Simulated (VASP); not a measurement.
# Cu (P6_3/mmc) in VASP: further runs, part 2 of 2

VASP 6.6.1. Earlier steps stand in the parts before.

## (3) Single point, PBE

This run uses another cell than the first one, of 9.44 Å³/atom.

INCAR reads:

```
PREC     = Accurate       # precision mode
ENCUT    = 520            # plane-wave cutoff, eV
EDIFF    = 1E-7           # SCF threshold, eV
ISMEAR   = 0              # smearing method
SIGMA    = 0.1            # smearing width, eV
LREAL    = False          # projectors in reciprocal space
LASPH    = True           # aspherical terms in the spheres
NELM     = 80             # most SCF steps
ALGO     = Fast           # electronic algorithm
ISIF     = 2              # what is computed and relaxed
LWAVE    = False          # write WAVECAR
LCHARG   = False          # write CHGCAR
GGA      = PE             # functional
NBANDS   = 30             # bands
```

KPOINTS reads:

```
regular mesh
0
Gamma
  24 24 6
```

POSCAR reads:

```
Cu
1.0
    2.3714994046      0.0000000000      0.0000000000
   -1.1857497023      2.0537787294      0.0000000000
    0.0000000000      0.0000000000      7.7533658778
Cu
4
Direct
    0.0000000000      0.0000000000      0.0000000000
    0.3333333333      0.6666666667      0.2500000000
    0.0000000000      0.0000000000      0.5000000000
    0.6666666667      0.3333333333      0.7500000000
```

Potentials or basis: VASP PAW PBE potentials, release 64 (Cu).

Run with:

```bash
cat potpaw_PBE.64/Cu/POTCAR > POTCAR
mpirun -np 1 vasp_std > vasp.out
```

OUTCAR:

```text
PREC = Accurate
   ENCUT = 520
   EDIFF = 1E-7
   ISMEAR = 0
   LREAL = False
   LASPH = True
   NELM = 80
   ISIF = 2
   GGA = PE

 ion  position               nearest neighbor table
   1  0.000  0.000  0.000-   2 2.37   4 2.37   2 2.37   4 2.37   4 2.37   2 2.37
   2  0.333  0.667  0.250-   1 2.37   3 2.37   1 2.37   3 2.37   1 2.37   3 2.37
   3  0.000  0.000  0.500-   2 2.37   4 2.37   2 2.37   4 2.37   4 2.37   2 2.37
   4  0.667  0.333  0.750-   1 2.37   3 2.37   1 2.37   3 2.37   1 2.37   3 2.37

  LATTYP: Found a hexagonal cell.
 ALAT       =     2.3714994046
 C/A-ratio  =     3.2693939803

  Lattice vectors:

 A1 = (   2.3714994046,   0.0000000000,   0.0000000000)
 A2 = (  -1.1857497023,   2.0537787294,   0.0000000000)
 A3 = (   0.0000000000,   0.0000000000,   7.7533658778)

Analysis of symmetry for initial positions (statically):
=====================================================================
 Subroutine PRICEL returns:
 Original cell was already a primitive cell.

 Routine SETGRP: Setting up the symmetry group for a
 hexagonal supercell.

[... 172 lines left out ...]
  energy without entropy =      -13.35923830  energy(sigma->0) =      -13.36163698

 E-fermi :  10.7752     XC(G=0): -14.0812

 val. band max:       10.7550327151   @ k =   0.2083   0.1250   0.3333
 cond. band min:      10.7830974386   @ k =   0.1667   0.0000   0.3333
 fundamental gap:      0.0280647235
 Fermi energy:        10.7751618612

 k-point     1 :       0.0000    0.0000    0.0000
  band No.  band energies     occupation
      1      -0.4795      2.00000
      2       1.9692      2.00000
      3       1.9696      2.00000
      4       4.1962      2.00000
      5       6.5163      2.00000
      6       6.5288      2.00000
[... 781 lines left out ...]
     29      22.5190      0.00000
     30      23.4130      0.00000

 [... further k-points ...]

------------------------ aborting loop because EDIFF is reached ----------------------------------------

  FORCE on cell =-STRESS in cart. coord.  units (eV):
  Direction    XX          YY          ZZ          XY          YZ          ZX
  --------------------------------------------------------------------------------------
  -------------------------------------------------------------------------------------
  Total       14.3108171     14.3108171     14.3151949      0.0000000      0.0000000      0.0000000
  in kB      607.1668642    607.1668642    607.3526029      0.0000000      0.0000000      0.0000000
  external PRESSURE =     607.2287771 kB  Pullay stress =       0.0000000 kB

 VOLUME and BASIS-vectors are now :
 -----------------------------------------------------------------------------
  energy-cutoff  :      520.00
  volume of cell :       37.76
      direct lattice vectors                 reciprocal lattice vectors
     2.371499405  0.000000000  0.000000000     0.421674152  0.243453685  0.000000000
    -1.185749702  2.053778729  0.000000000     0.000000000  0.486907370  0.000000000
     0.000000000  0.000000000  7.753365878     0.000000000  0.000000000  0.128976243

 POSITION                                       TOTAL-FORCE (eV/Angst)
 -----------------------------------------------------------------------------------
      0.00000      0.00000      0.00000        -0.000000      0.000000     -0.000000
     -0.00000      1.36919      1.93834         0.000000      0.000000      0.000000
      0.00000      0.00000      3.87668        -0.000000      0.000000     -0.000000
      1.18575      0.68459      5.81502         0.000000      0.000000     -0.000000
 -----------------------------------------------------------------------------------
    total drift:                                0.000000     -0.000000      0.000000

  FREE ENERGIE OF THE ION-ELECTRON SYSTEM (eV)
  ---------------------------------------------------
  free  energy   TOTEN  =       -13.3640356594 eV

  energy  without entropy=      -13.3592383020  energy(sigma->0) =      -13.36163698
```

Wall time 4.9 min (1 thread of Intel Xeon Platinum 8488C (Sapphire Rapids), shared host); peak memory 0.3 GiB.

What came out:

```yaml
Free_energy: -13.3640 eV
Pressure: 60.7 GPa
Band_gap_on_the_k_mesh: zero (bands 22 and 23 overlap by 5.93 eV)
```

Levels at points of the mesh, in eV from the Fermi level:
```csv
k point,band 18,band 19,band 20,band 21,band 22,band 23,band 24,band 25,band 26,band 27
"(0.00, 0.00, 0.00)",-2.60,-2.60,-2.37,-2.37,-1.97,-1.97,-1.77,4.97,14.39,14.39
"(0.50, 0.00, 0.00)",-1.78,-1.78,-1.76,-1.17,0.03,1.15,1.80,5.84,5.84,9.69
"(0.00, 0.00, 0.50)",-2.77,-2.77,-2.77,-2.14,-2.14,-2.14,-2.14,8.27,8.27,21.24
"(0.50, 0.00, 0.50)",-1.90,-1.79,-1.79,-0.10,-0.10,1.50,1.50,6.25,6.25,8.37
```

Caveat: the cell stands under pressure.

## (4) Relaxation of cell and atoms, PBE, target pressure 60 GPa, at which the enthalpy is minimised

This run uses another cell than the first one, of 9.53 Å³/atom.

INCAR reads:

```
PREC     = Accurate       # precision mode
ENCUT    = 600            # plane-wave cutoff, eV
EDIFF    = 1E-6           # SCF threshold, eV
ISMEAR   = 0              # smearing method
SIGMA    = 0.1            # smearing width, eV
LREAL    = False          # projectors in reciprocal space
LASPH    = True           # aspherical terms in the spheres
NELM     = 100            # most SCF steps
ALGO     = Fast           # electronic algorithm
ISIF     = 3              # what is computed and relaxed
LWAVE    = False          # write WAVECAR
LCHARG   = False          # write CHGCAR
GGA      = PE             # functional
IBRION   = 2              # ionic algorithm
NSW      = 70             # ionic steps
EDIFFG   = -0.008         # ionic threshold
PSTRESS  = 600.0
```

KPOINTS reads:

```
Automatic mesh
0
Gamma
  24 24 6
```

POSCAR reads:

```
Cu
1.0
    2.3789768850      0.0000000000      0.0000000000
   -1.1894884425      2.0602544174      0.0000000000
    0.0000000000      0.0000000000      7.7765182195
Cu
4
Direct
    0.0000000000      0.0000000000      0.0000000000
    0.3333333333      0.6666666667      0.2500000000
    0.0000000000      0.0000000000      0.5000000000
    0.6666666667      0.3333333333      0.7500000000
```

Run with:

```bash
cat potpaw_PBE.64/Cu/POTCAR > POTCAR
mpirun -np 1 vasp_std > vasp.out
```

Run time: 10 min. Hardware: 1 thread of Intel Xeon Platinum 8488C (Sapphire Rapids), shared host; peak memory 0.34 GiB.

The run converged. Its results:

```
Free energy                                                : -13.3987 eV
Relaxed volume                                             : 9.46 Å³/atom
Relaxed cell                                               : a = 2.373 Å, b = 2.373 Å, c = 7.759 Å, α = 90.00°, β = 90.00°, γ = 120.00°
Space group after relaxing (to 0.1 Å)                      : P6_3/mmc (No. 194)
Energy change on relaxing (the run minimises the enthalpy) : +24.0 meV/atom
Ionic steps                                                : 5
Pressure after relaxing                                    : 59.9 GPa
Band gap on the k mesh                                     : zero (bands 22 and 23 overlap by 5.92 eV)
```

The path:
```csv
step,energy change (eV),largest force (eV/Å),pressure (GPa),volume (Å³)
1,0.0000,0.0000,56.75,38.12
2,0.4136,0.0000,68.35,37.06
3,0.1022,0.0000,60.40,37.84
4,0.0909,0.0000,59.69,37.87
5,0.0958,0.0000,59.89,37.85
```

Final structure:
```
Cu
1.0
     2.37344    0.00000    0.00000
    -1.18672    2.05546    0.00000
     0.00000    0.00000    7.75898
Cu
4
Direct
  0.00000 0.00000 0.00000
  0.33333 0.66667 0.25000
  0.00000 0.00000 0.50000
  0.66667 0.33333 0.75000
```

Levels at points of the mesh, in eV from the Fermi level:
| k point | band 20 | band 21 | band 22 | band 23 | band 24 | band 25 |
| --- | --- | --- | --- | --- | --- | --- |
| (0.00, 0.00, 0.00) | -2.36 | -2.36 | -1.97 | -1.97 | -1.76 | 4.96 |
| (0.50, 0.00, 0.00) | -1.76 | -1.16 | 0.03 | 1.15 | 1.80 | 5.83 |
| (0.00, 0.00, 0.50) | -2.76 | -2.14 | -2.14 | -2.14 | -2.14 | 8.26 |
| (0.50, 0.00, 0.50) | -1.79 | -0.09 | -0.09 | 1.50 | 1.50 | 6.24 |

Caveat: the cell is relaxed towards a set pressure, so the run minimises the enthalpy, not the energy.

## (5) The runs side by side

| task | cell | k mesh | cutoff (eV) | gap on the mesh (eV) | pressure (GPa) |
| --- | --- | --- | --- | --- | --- |
| single point | a = 2.586, b = 2.586, c = 8.449 Å, angles 90.0, 90.0, 120.0°, 4 atoms | 18 × 18 × 6 | 520 | none | -2.4 |
| single point | a = 2.371, b = 2.371, c = 7.753 Å, angles 90.0, 90.0, 120.0°, 4 atoms | 24 × 24 × 6 | 520 | none | 60.7 |
| relaxation of cell and atoms | relaxed to 60 GPa from a = 2.379, b = 2.379, c = 7.777 Å, angles 90.0, 90.0, 120.0°, 4 atoms | 24 × 24 × 6 | 600 | none | 59.9 |

Alike in all rows: level PBE; potentials or basis VASP PAW PBE potentials, release 64 (Cu); no spin polarisation; smearing gaussian 0.1 eV.

Caveats: the cell stands under pressure (at least some runs); the cell is relaxed towards a set pressure, so the run minimises the enthalpy, not the energy (at least some runs).

Total energies depend on the potentials used, so only differences within one code and one set of settings carry meaning.
